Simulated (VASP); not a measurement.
# SiC (P6_3mc) in VASP: a series of runs, part 2 of 2

VASP 6.6.1.

## (3) Relaxation of cell and atoms, revPBE+D4

Input file INCAR:

```
ALGO = Normal
EDIFF = 1E-6
EDIFFG = -0.01
ENCUT = 600
GGA = RE
IBRION = 2
ISIF = 3
ISMEAR = -1
IVDW = 13
LASPH = T
LCHARG = F
LREAL = F
LWAVE = F
NELM = 60
NSW = 60
PREC = Accurate
SIGMA = 0.05
```

Input file KPOINTS:

```
k-points
0
Gamma
  10 10 5
```

Input file POSCAR:

```
SiC
1.0
    3.0760000000      0.0000000000      0.0000000000
   -1.5380000000      2.6638941420      0.0000000000
    0.0000000000      0.0000000000      5.0480000000
Si C
2 2
Direct
    0.6666666667      0.3333333333      0.5000000000
    0.3333333333      0.6666666667      0.0000000000
    0.6666666667      0.3333333333      0.8850000000
    0.3333333333      0.6666666667      0.3850000000
```

Potentials or basis: VASP PAW PBE potentials, release 64 (Si, C).

The run is started by

```
cat potpaw_PBE.64/Si/POTCAR potpaw_PBE.64/C/POTCAR > POTCAR
mpirun -np 1 vasp_std > vasp.out
```

OUTCAR:

```text
EDIFF = 1E-6
   EDIFFG = -0.01
   ENCUT = 600
   GGA = RE
   IBRION = 2
   ISIF = 3
   ISMEAR = -1
   IVDW = 13
   LASPH = T
   LREAL = F
   NELM = 60
   NSW = 60
   PREC = Accurate

 ion  position               nearest neighbor table
   1  0.667  0.333  0.500-   4 1.87   4 1.87   4 1.87   3 1.94   2 3.09   2 3.09   2 3.09   2 3.09
                             2 3.09   2 3.09
   2  0.333  0.667  0.000-   3 1.87   3 1.87   3 1.87   4 1.94   1 3.09   1 3.09   1 3.09   1 3.09
                             1 3.09   1 3.09
   3  0.667  0.333  0.885-   2 1.87   2 1.87   2 1.87   1 1.94
   4  0.333  0.667  0.385-   1 1.87   1 1.87   1 1.87   2 1.94

  LATTYP: Found a hexagonal cell.
 ALAT       =     3.0760000000
 C/A-ratio  =     1.6410923277

  Lattice vectors:

 A1 = (   3.0760000000,   0.0000000000,   0.0000000000)
 A2 = (  -1.5380000000,   2.6638941420,   0.0000000000)
 A3 = (   0.0000000000,   0.0000000000,   5.0480000000)

Analysis of symmetry for initial positions (statically):
=====================================================================
 Subroutine PRICEL returns:
 Original cell was already a primitive cell.

 Routine SETGRP: Setting up the symmetry group for a
 hexagonal supercell.

 Subroutine GETGRP returns: Found 12 space group operations
 (whereof  6 operations were pure point group operations)
 out of a pool of 24 trial point group operations.

The static configuration has the point symmetry C_3v.
 The point group associated with its full space group is C_6v.

Analysis of symmetry for dynamics (positions and initial velocities):
[... 166 lines left out ...]

------------------------ aborting loop because EDIFF is reached ----------------------------------------

  DFT-D4 for vdW energy calculation

  Edisp (eV):   -2.58378
[... 285 lines left out ...]
--------------------------------------- Ionic step        8  -------------------------------------------

 number of electron      15.9999999 magnetization

 Free energy of the ion-electron system (eV)
  ---------------------------------------------------
  ext. energy  EPLUGINS =         0.00000000
  ---------------------------------------------------
  free energy    TOTEN  =       -28.84466250 eV

  energy without entropy =      -28.84466250  energy(sigma->0) =      -28.84466250

 E-fermi :   9.5200     XC(G=0): -11.3788

 val. band max:        8.5236792275   @ k =   0.0000   0.0000   0.0000
 cond. band min:      10.9455020341   @ k =   0.3000   0.3000   0.0000
 fundamental gap:      2.4218228066
 Fermi energy:         9.5199767415

 k-point     1 :       0.0000    0.0000    0.0000
  band No.  band energies     occupation
      1      -7.1999      2.00000
      2      -3.5848      2.00000
      3      -0.2657      2.00000
      4       7.2034      2.00000
      5       7.2034      2.00000
      6       8.4045      2.00000
      7       8.5237      2.00000
      8       8.5237      2.00000
      9      13.5008      0.00000
     10      14.9249      0.00000
     11      15.3251      0.00000
     12      15.3251      0.00000
[... 331 lines left out ...]
 k-point    24 :       0.4000    0.1000    0.2000
  band No.  band energies     occupation
      1      -3.8076      2.00000
      2      -2.2775      2.00000
      3       0.3714      2.00000
      4       1.8772      2.00000
      5       3.7909      2.00000
      6       4.7459      2.00000
      7       6.0151      2.00000
      8       6.5078      2.00000
      9      12.2193      0.00000
     10      12.6348      0.00000
     11      15.5882      0.00000
     12      16.0043      0.00000

 [... further k-points ...]

------------------------ aborting loop because EDIFF is reached ----------------------------------------

  DFT-D4 for vdW energy calculation

  Edisp (eV):   -2.62311
[... 27 lines left out ...]
  FREE ENERGIE OF THE ION-ELECTRON SYSTEM (eV)
  ---------------------------------------------------
  free  energy   TOTEN  =       -31.4677745175 eV

  energy  without entropy=      -31.4677745175  energy(sigma->0) =      -31.46777452

 reached required accuracy - stopping structural energy minimisation
```

CONTCAR:

```text
SiC
   1.00000000000000
     3.0582408725129548   -0.0000000000000000   -0.0000000000000000
    -1.5291204362564774    2.6485142864478797    0.0000000000000000
    -0.0000000000000000    0.0000000000000000    5.0204246581393077
  Si              C
     2     2
Direct
     0.6666666667000030    0.3333333332999970    0.5046674647483702
     0.3333333332999970    0.6666666667000030    0.0046674647483702
     0.6666666667000030    0.3333333332999970    0.8803325352516278
     0.3333333332999970    0.6666666667000030    0.3803325352516277

  0.00000000E+00  0.00000000E+00  0.00000000E+00
  0.00000000E+00  0.00000000E+00  0.00000000E+00
  0.00000000E+00  0.00000000E+00  0.00000000E+00
  0.00000000E+00  0.00000000E+00  0.00000000E+00
```

Run time: 3 min. Hardware: 1 thread of Intel Xeon 8259CL, shared host; peak memory 0.19 GiB.

What came out:

```yaml
Free_energy: -31.4678 eV
Relaxed_volume: 10.17 Å³/atom
Relaxed_cell: a = 3.058 Å, b = 3.058 Å, c = 5.020 Å, α = 90.00°, β = 90.00°, γ = 120.00°
Space_group_after_relaxing_to_0.1_Å: P6_3mc (No. 186)
Energy_gained_by_relaxing: 11.0 meV/atom
Ionic_steps: 8
Pressure_after_relaxing: 0.0 GPa
Band_gap_on_the_k_mesh: 2.42 eV (least direct gap 4.03 eV)
Dispersion_energy_per_atom: -0.656 eV
```

The path:
```tsv
step	energy change (eV)	largest force (eV/Å)	pressure (GPa)	volume (Å³)
1	0.0000	0.7379	-3.33	41.36
2	-0.0082	0.6737	3.54	40.09
3	-0.0409	0.0725	0.03	40.66
4	-0.0409	0.0568	0.10	40.65
5	-0.0437	0.0064	0.34	40.61
6	-0.0438	0.0043	0.30	40.62
7	-0.0438	0.0030	-0.24	40.71
8	-0.0438	0.0007	0.02	40.66
```

Final structure:
```xyz
4
Lattice="3.0582 0.0000 0.0000 -1.5291 2.6485 0.0000 0.0000 0.0000 5.0204" Properties=species:S:1:pos:R:3 pbc="T T T"
Si    1.5291    0.8828    2.5336
Si    0.0000    1.7657    0.0234
C     1.5291    0.8828    4.4196
C     0.0000    1.7657    1.9094
```

Levels at points of the mesh, in eV from the valence-band top:
```csv
k point,band 6,band 7,band 8,band 9,band 10,band 11
"(0.00, 0.00, 0.00)",-0.12,0.00,0.00,4.98,6.40,6.80
"(0.50, 0.00, 0.00)",-3.35,-3.33,-1.20,2.83,4.25,7.04
```

Caveat: the PAW data sets were made with another functional, which shifts forces and pressure a little. A k mesh can miss the band edges.

## (4) Single point, SVWN5

This run uses another cell than the first one, of 10.55 Å³/atom.

Input file INCAR:

```
PREC = Accurate
ENCUT = 910
EDIFF = 1E-6
ISMEAR = -1
SIGMA = 0.05
LREAL = F
LASPH = T
NELM = 120
ALGO = Normal
ISIF = 2
LWAVE = F
LCHARG = F
GGA = VW
NBANDS = 16
GGA_COMPAT = F
```

Input file KPOINTS:

```
regular mesh
0
Gamma
  10 10 5
```

Input file POSCAR:

```
SiC
1.0
    3.0963714546      0.0000000000      0.0000000000
   -1.5481857273      2.6815363392      0.0000000000
    0.0000000000      0.0000000000      5.0814314379
Si C
2 2
Direct
    0.6666666667      0.3333333333      0.5000000000
    0.3333333333      0.6666666667      0.0000000000
    0.6666666667      0.3333333333      0.8850000000
    0.3333333333      0.6666666667      0.3850000000
```

Potentials or basis: VASP PAW PBE potentials, release 64 (Si, C_h).

The run is started by

```
cat potpaw_PBE.64/Si/POTCAR potpaw_PBE.64/C_h/POTCAR > POTCAR
mpirun -np 1 vasp_std > vasp.out
```

Run time: 20 s. Hardware: 1 thread of Intel Xeon 6975P-C (Granite Rapids), shared host; peak memory 0.2 GiB.

The run converged. Its results:

```yaml
Free_energy: -33.1357 eV
Pressure: -7.2 GPa
Largest_force: 0.712 eV/Å
Band_gap_on_the_k_mesh: 2.40 eV (least direct gap 3.95 eV)
```

Forces on the atoms (eV/Å):
```
Si   0.000  0.000  0.712
Si   0.000  0.000  0.712
C    0.000  0.000 -0.712
C    0.000  0.000 -0.712
```

Stress tensor (GPa, compression positive):
```
-5.96  0.00  0.00
 0.00 -5.96  0.00
 0.00  0.00 -9.59
```

Levels at points of the mesh, in eV from the valence-band top:
```csv
k point,band 6,band 7,band 8,band 9,band 10,band 11
"(0.00, 0.00, 0.00)",-0.27,-0.27,0.00,4.42,5.82,6.29
"(0.50, 0.00, 0.00)",-3.52,-3.24,-1.49,2.46,4.11,6.51
```

Caveat: the cell stands under tension; the PAW data sets were made with another functional, which shifts forces and pressure a little. A k mesh can miss the band edges.

## (5) The runs side by side

```tsv
task	level	potentials or basis	cell	cutoff (eV)	gap on the mesh (eV)	pressure (GPa)	relaxed volume (Å³/atom)
relaxation of cell and atoms	PBE	VASP PAW PBE potentials, release 64 (Si, C)	relaxed from a = 3.076, b = 3.076, c = 5.048 Å, angles 90.0, 90.0, 120.0°, 4 atoms	600	2.45	0.0	10.49
relaxation of cell and atoms	revPBE+D4	VASP PAW PBE potentials, release 64 (Si, C)	relaxed from a = 3.076, b = 3.076, c = 5.048 Å, angles 90.0, 90.0, 120.0°, 4 atoms	600	2.42	0.0	10.17
single point	SVWN5	VASP PAW PBE potentials, release 64 (Si, C_h)	a = 3.096, b = 3.096, c = 5.081 Å, angles 90.0, 90.0, 120.0°, 4 atoms	910	2.40	-7.2	-
```

Alike in all rows: no spin polarisation; k mesh 10 × 10 × 5; smearing fermi-dirac 0.05 eV.

Caveats: the PAW data sets were made with another functional, which shifts forces and pressure a little (at least some runs); the cell stands under tension (at least some runs).

Absolute energies hang on the potentials; compare differences alone.
